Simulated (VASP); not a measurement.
# MgO (Fm-3m) in VASP: a series of runs

Runs on MgO. Level: LDA. Tasks: elastic constants.

All numbers are computed with VASP 6.6.1; they aren't measurements. Logs are shortened: lines on timing, memory, paths and dates and some standing lists are left out, and cuts for length are marked.

**1. The cell of the first run**

Symmetry: Fm-3m, No. 225, cubic system. Conventional cell: a = 4.129 Å, b = 4.129 Å, c = 4.129 Å, α = 90.00°, β = 90.00°, γ = 90.00°. Within 2.7 Å of Mg (site symmetry m-3m) lie 6 O at 2.06 Å. Within 2.7 Å of O (site symmetry m-3m) lie 6 Mg at 2.06 Å.

**2. Elastic constants, LDA**

Input file INCAR:

```
SYSTEM = MgO
PREC     = Accurate       ! precision mode
ENCUT    = 600            ! plane-wave cutoff, eV
EDIFF    = 1E-8           ! SCF threshold, eV
ISMEAR   = 0              ! smearing method
SIGMA    = 0.01           ! smearing width, eV
LREAL    = .FALSE.        ! projectors in reciprocal space
LASPH    = .TRUE.         ! aspherical terms in the spheres
NELM     = 100            ! most SCF steps
ALGO     = Normal         ! electronic algorithm
ISIF     = 3              ! what is computed and relaxed
LWAVE    = .FALSE.        ! write WAVECAR
LCHARG   = .FALSE.        ! write CHGCAR
IBRION   = 6              ! ionic algorithm
NFREE    = 2            
POTIM    = 0.015          ! step
NSW      = 1              ! ionic steps
```

Input file KPOINTS:

```
Automatic mesh
0
G
  10 10 10
  0 0 0
```

Input file POSCAR:

```
MgO
1.0
    0.0000000000      2.0642571777      2.0642571777
    2.0642571777      0.0000000000      2.0642571777
    2.0642571777      2.0642571777      0.0000000000
Mg O
1 1
Direct
    0.0000000000      0.0000000000      0.0000000000
    0.5000000000      0.5000000000      0.5000000000
```

Potentials or basis: VASP PAW LDA potentials, release 64 (Mg, O).

The run is started by

```bash
$ cat potpaw_LDA.64/Mg/POTCAR potpaw_LDA.64/O/POTCAR > POTCAR
$ mpirun -np 1 vasp_std > vasp.out
```

OUTCAR:

```text
SYSTEM = MgO
   PREC = Accurate
   ENCUT = 600
   EDIFF = 1E-8
   ISMEAR = 0
   LREAL = .FALSE.
   LASPH = .TRUE.
   NELM = 100
   ISIF = 3
   IBRION = 6
   NFREE = 2
   POTIM = 0.015
   NSW = 1

 ion  position               nearest neighbor table
   1  0.000  0.000  0.000-   2 2.06   2 2.06   2 2.06   2 2.06   2 2.06   2 2.06
   2  0.500  0.500  0.500-   1 2.06   1 2.06   1 2.06   1 2.06   1 2.06   1 2.06

  LATTYP: Found a face centered cubic cell.
 ALAT       =     4.1285143554

  Lattice vectors:

 A1 = (   0.0000000000,   2.0642571777,   2.0642571777)
 A2 = (   2.0642571777,   0.0000000000,   2.0642571777)
 A3 = (   2.0642571777,   2.0642571777,   0.0000000000)

Analysis of symmetry for initial positions (statically):
=====================================================================
 Subroutine PRICEL returns:
 Original cell was already a primitive cell.

 Routine SETGRP: Setting up the symmetry group for a
 face centered cubic supercell.

 Subroutine GETGRP returns: Found 48 space group operations
 (whereof 48 operations were pure point group operations)
 out of a pool of 48 trial point group operations.

The static configuration has the point symmetry O_h .

Analysis of symmetry for dynamics (positions and initial velocities):
=====================================================================
 Subroutine PRICEL returns:
 Original cell was already a primitive cell.

 Routine SETGRP: Setting up the symmetry group for a
 face centered cubic supercell.

 Subroutine GETGRP returns: Found 48 space group operations
 (whereof 48 operations were pure point group operations)
 out of a pool of 48 trial point group operations.

The dynamic configuration has the point symmetry O_h .

 Subroutine INISYM returns: Found 48 space group operations
 (whereof 48 operations are pure point group operations),
 and found     1 'primitive' translations

----------------------------------------------------------------------------------------

                                     Primitive cell

  volume of cell :      17.5923

  direct lattice vectors                    reciprocal lattice vectors
     0.000000000  2.064257178  2.064257178    -0.242217881  0.242217881  0.242217881
     2.064257178  0.000000000  2.064257178     0.242217881 -0.242217881  0.242217881
     2.064257178  2.064257178  0.000000000     0.242217881  0.242217881 -0.242217881

  length of vectors
     2.919300497  2.919300497  2.919300497     0.419533677  0.419533677  0.419533677

  position of ions in fractional coordinates (direct lattice)
     0.000000000  0.000000000  0.000000000
     0.500000000  0.500000000  0.500000000

  ion indices of the primitive-cell ions
   primitive index   ion index
                 1           1
                 2           2

----------------------------------------------------------------------------------------

 KPOINTS: Automatic mesh

Automatic generation of k-mesh.
 Grid dimensions read from file:
 generate k-points for:   10   10   10

 Generating k-lattice:

  Cartesian coordinates                     Fractional coordinates (reciprocal lattice)
    -0.024221788  0.024221788  0.024221788     0.100000000  0.000000000  0.000000000
     0.024221788 -0.024221788  0.024221788     0.000000000  0.100000000  0.000000000
     0.024221788  0.024221788 -0.024221788     0.000000000  0.000000000  0.100000000

  Length of vectors
     0.041953368  0.041953368  0.041953368

  Shift w.r.t. Gamma in fractional coordinates (k-lattice)
     0.000000000  0.000000000  0.000000000

 Subroutine IBZKPT returns following result:
 ===========================================

 Found     47 irreducible k-points:

 Following reciprocal coordinates:
            Coordinates               Weight
  0.000000  0.000000  0.000000      1.000000
  0.100000  0.000000  0.000000      8.000000
[... 57 lines left out ...]
   EFERMI_NEDOS =   21; number of points for ismear=-14 and -15
   IALGO  =     38    algorithm
   IMIX   =      4    mixing-type and parameters
     AMIX     =   0.40;   BMIX     =  1.00
     AMIX_MAG =   1.60;   BMIX_MAG =  1.00
  volume/ion in A,a.u.               =       8.80        59.36
  Fermi-wavevector in a.u.,A,eV,Ry     =   1.258919  2.379011 21.563552  1.584876
  Thomas-Fermi vector in A             =   2.392504
   LORBIT       =      0    0 simple, 1 ext, 2 COOP (PROOUT), +10 PAW based schemes
   GGA     = CA    functional components
   LHFCALC =     F    Hartree Fock is set to
   AEXX    =    0.0000 exact exchange contribution
   IVDW    =     0    specifies the selected vdW correction
   LEPSILON=     F    determine dielectric tensor
   LRPA    =     F    only Hartree local field effects (RPA)
 finite differences with symmetry
 non-spin polarized calculation
 Gauss-broadening in eV      SIGMA  =   0.01
  energy-cutoff  :      600.00
  volume of cell :       17.59
 maximum number of plane-waves:       600
   NGX = 11   NGY = 11   NGZ = 11

--------------------------------------- Ionic step        1  -------------------------------------------

 number of electron       7.9999997 magnetization

 Free energy of the ion-electron system (eV)
  ---------------------------------------------------
  ext. energy  EPLUGINS =         0.00000000
  ---------------------------------------------------
  free energy    TOTEN  =       -13.44711571 eV

  energy without entropy =      -13.44711571  energy(sigma->0) =      -13.44711571

------------------------ aborting loop because EDIFF is reached ----------------------------------------

  FORCE on cell =-STRESS in cart. coord.  units (eV):
  Direction    XX          YY          ZZ          XY          YZ          ZX
  --------------------------------------------------------------------------------------
  -------------------------------------------------------------------------------------
  Total        0.2240837      0.2240837      0.2240837     -0.0000000      0.0000000     -0.0000000
  in kB       20.4079492     20.4079492     20.4079492     -0.0000000      0.0000000     -0.0000000
  external PRESSURE =      20.4079492 kB  Pullay stress =       0.0000000 kB
[... 89 lines left out ...]
  FREE ENERGIE OF THE ION-ELECTRON SYSTEM (eV)
  ---------------------------------------------------
  free  energy   TOTEN  =       -13.4390047742 eV

  energy  without entropy=      -13.4390047742  energy(sigma->0) =      -13.43900477

[... ionic steps 4 to 14 ...]

--------------------------------------- Ionic step       15  -------------------------------------------

 number of electron       7.9999997 magnetization

------------------------ aborting loop because EDIFF is reached ----------------------------------------
[... 67 lines left out ...]
--------------------------------------- Ionic step       17  -------------------------------------------

 number of electron       7.9999999 magnetization

 Free energy of the ion-electron system (eV)
  ---------------------------------------------------
  ext. energy  EPLUGINS =         0.00000000
  ---------------------------------------------------
  free energy    TOTEN  =       -13.44635792 eV

  energy without entropy =      -13.44635792  energy(sigma->0) =      -13.44635792

 E-fermi :   3.4162     XC(G=0): -11.8847

 val. band max:        3.3497822758   @ k =   0.0000   0.0000   0.0000
 cond. band min:       8.6161906297   @ k =   0.0000   0.0000   0.0000
 fundamental gap:      5.2664083539
 Fermi energy:         3.4162102847

 k-point     1 :       0.0000    0.0000    0.0000
  band No.  band energies     occupation
      1     -13.9780      2.00000
      2       3.3495      2.00000
      3       3.3498      2.00000
      4       3.3498      2.00000
      5       8.6162      0.00000
      6      19.2035      0.00000
      7      19.2041      0.00000
      8      19.2041      0.00000
[... 243 lines left out ...]
 k-point    24 :       0.4000    0.3000    0.0000
  band No.  band energies     occupation
      1     -12.5325      2.00000
      2      -0.4808      2.00000
      3       1.9294      2.00000
      4       2.1701      2.00000
      5      13.1886      0.00000
      6      13.6455      0.00000
      7      17.3177      0.00000
      8      22.0044      0.00000

 [... further k-points ...]
[... 5 lines left out ...]
  --------------------------------------------------------------------------------------
  -------------------------------------------------------------------------------------
  Total        0.2344543      0.2233041      0.2233041      0.0000000      0.0000000      0.0000000
  in kB       21.3524367     20.3369511     20.3369511      0.0000000      0.0000000      0.0000000
  external PRESSURE =      20.6754463 kB  Pullay stress =       0.0000000 kB
[... 17 lines left out ...]
  FREE ENERGIE OF THE ION-ELECTRON SYSTEM (eV)
  ---------------------------------------------------
  free  energy   TOTEN  =       -13.4463579216 eV

  energy  without entropy=      -13.4463579216  energy(sigma->0) =      -13.44635792

 INTERNAL STRAIN TENSORS FROM STRAINED CELLS
 ============================================

 INTERNAL STRAIN TENSOR FOR ION    1 for displacements in x,y,z  (eV/Angst):
          X           Y           Z          XY          YZ          ZX
  --------------------------------------------------------------------------------
  x     0.00000     0.00000     0.00000    -0.00000     0.00000    -0.00000
  y    -0.00000     0.00000    -0.00000     0.00000     0.00000    -0.00000
  z     0.00000    -0.00000    -0.00000    -0.00000     0.00000     0.00000

 INTERNAL STRAIN TENSORS FROM DISPLACED ATOMS
 ============================================

 INTERNAL STRAIN TENSOR FOR ION    1 for displacements in x,y,z  (eV/Angst):
          X           Y           Z          XY          YZ          ZX
  --------------------------------------------------------------------------------
  x     0.00000     0.00000     0.00000     0.00000     0.00000     0.00000
  y     0.00000     0.00000     0.00000     0.00000     0.00000     0.00000
  z     0.00000     0.00000     0.00000     0.00000     0.00000     0.00000

 INTERNAL STRAIN TENSOR FOR ION    2 for displacements in x,y,z  (eV/Angst):
          X           Y           Z          XY          YZ          ZX
  --------------------------------------------------------------------------------
  x     0.00000     0.00000     0.00000     0.00000     0.00000     0.00000
  y     0.00000     0.00000     0.00000     0.00000     0.00000     0.00000
  z     0.00000     0.00000     0.00000     0.00000     0.00000     0.00000

 Eigenvectors and eigenvalues of the dynamical matrix
 ----------------------------------------------------

   1 f  =   13.078372 THz    82.173834 2PiTHz  436.247527 cm-1    54.087776 meV
             X         Y         Z           dx          dy          dz
      0.000000  0.000000  0.000000    -0.009585    0.020077   -0.629890
      2.064257  2.064257  2.064257     0.011807   -0.024730    0.775882
[... 21 lines left out ...]
   6 f/i=    0.003789 THz     0.023808 2PiTHz    0.126394 cm-1     0.015671 meV
             X         Y         Z           dx          dy          dz
      0.000000  0.000000  0.000000    -0.205789    0.743988    0.082920
      2.064257  2.064257  2.064257    -0.167067    0.603998    0.067318

--------------------------------------------------------------------------------------------------------

 ELASTIC MODULI CONTR FROM IONIC RELAXATION (kBar)
 Direction    XX          YY          ZZ          XY          YZ          ZX
 --------------------------------------------------------------------------------
 XX           0.0000      0.0000      0.0000      0.0000      0.0000      0.0000
 YY           0.0000      0.0000      0.0000      0.0000      0.0000      0.0000
 ZZ           0.0000      0.0000      0.0000      0.0000      0.0000      0.0000
 XY           0.0000      0.0000      0.0000      0.0000      0.0000      0.0000
 YZ           0.0000      0.0000      0.0000      0.0000      0.0000      0.0000
 ZX           0.0000      0.0000      0.0000      0.0000      0.0000      0.0000
 --------------------------------------------------------------------------------

 TOTAL ELASTIC MODULI (kBar)
 Direction    XX          YY          ZZ          XY          YZ          ZX
 --------------------------------------------------------------------------------
 XX        3606.5692    977.6910    977.6910      0.0000      0.0000     -0.0000
 YY         977.6910   3606.5692    977.6910     -0.0000     -0.0000     -0.0000
 ZZ         977.6910    977.6910   3606.5692      0.0000      0.0000      0.0000
 XY           0.0000     -0.0000      0.0000   1582.9727      0.0000      0.0000
 YZ           0.0000     -0.0000      0.0000      0.0000   1582.9727      0.0000
 ZX          -0.0000     -0.0000      0.0000      0.0000      0.0000   1582.9727
 --------------------------------------------------------------------------------
```

Run time: 4.4 min. Hardware: 1 thread of Intel Xeon 8259CL, shared host; peak memory 0.22 GiB.

Results:

```
Elastic constants C11, C12, C44                         : 361, 98, 158 GPa
Voigt bulk modulus                                      : 185 GPa
Highest phonon frequency at Γ, LO-TO splitting left out : 436 cm⁻¹
```

Phonon frequencies in cm⁻¹ (negative: imaginary):
| q point | frequencies |
| --- | --- |
| (0.000, 0.000, 0.000) | 0 0 0 436 436 436 |

Elastic tensor in Voigt notation (GPa, in the Cartesian axes of the cell as first typed):
```
361  98  98   0   0   0
 98 361  98   0   0   0
 98  98 361   0   0   0
  0   0   0 158   0   0
  0   0   0   0 158   0
  0   0   0   0   0 158
```

Clamped-ion elastic tensor (GPa):
```
361  98  98   0   0   0
 98 361  98   0   0   0
 98  98 361   0   0   0
  0   0   0 158   0   0
  0   0   0   0 158   0
  0   0   0   0   0 158
```

Caveat: the cell is under stress, which shifts elastic constants.

**3. Elastic constants, LDA**

This run uses another cell than the first one, of 8.89 Å³/atom.

Input file INCAR:

```
SYSTEM = MgO
  PREC = Accurate
  ENCUT = 600
  EDIFF = 1E-8
  ISMEAR = 0
  SIGMA = 0.01
  LREAL = .False.
  LASPH = .True.
  NELM = 100
  ALGO = Normal
  ISIF = 3
  LWAVE = .False.
  LCHARG = .False.
  GGA = CA
  IBRION = 6
  NFREE = 2
  POTIM = 0.015
  NSW = 1
```

Input file KPOINTS:

```
regular mesh
0
Gamma
  10 10 10
  0 0 0
```

Input file POSCAR:

```
MgO
1.0
    0.0000000000      2.0717114492      2.0717114492
    2.0717114492      0.0000000000      2.0717114492
    2.0717114492      2.0717114492      0.0000000000
Mg O
1 1
Direct
    0.0000000000      0.0000000000      0.0000000000
    0.5000000000      0.5000000000      0.5000000000
```

Potentials or basis: VASP PAW LDA potentials, release 64 (Mg, O).

The run is started by

```bash
$ cat potpaw_LDA.64/Mg/POTCAR potpaw_LDA.64/O/POTCAR > POTCAR
$ mpirun -np 1 vasp_std > vasp.out
```

Wall time 4.6 min (1 thread of Intel Xeon 8259CL, shared host); peak memory 0.22 GiB.

The run converged. Its results:

| Item | Value |
| --- | --- |
| Elastic constants C11, C12, C44 | 344, 97, 157 GPa |
| Voigt bulk modulus | 179 GPa |
| Highest phonon frequency at Γ, LO-TO splitting left out | 426 cm⁻¹ |

Phonon frequencies in cm⁻¹ (negative: imaginary):
```csv
q point,frequencies
"(0.000, 0.000, 0.000)",0 0 0 426 426 426
```

Elastic tensor in Voigt notation (GPa, in the Cartesian axes of the cell as first typed):
```
344  97  97   0   0   0
 97 344  97   0   0   0
 97  97 344   0   0   0
  0   0   0 157   0   0
  0   0   0   0 157   0
  0   0   0   0   0 157
```

Clamped-ion elastic tensor (GPa):
```
344  97  97   0   0   0
 97 344  97   0   0   0
 97  97 344   0   0   0
  0   0   0 157   0   0
  0   0   0   0 157   0
  0   0   0   0   0 157
```
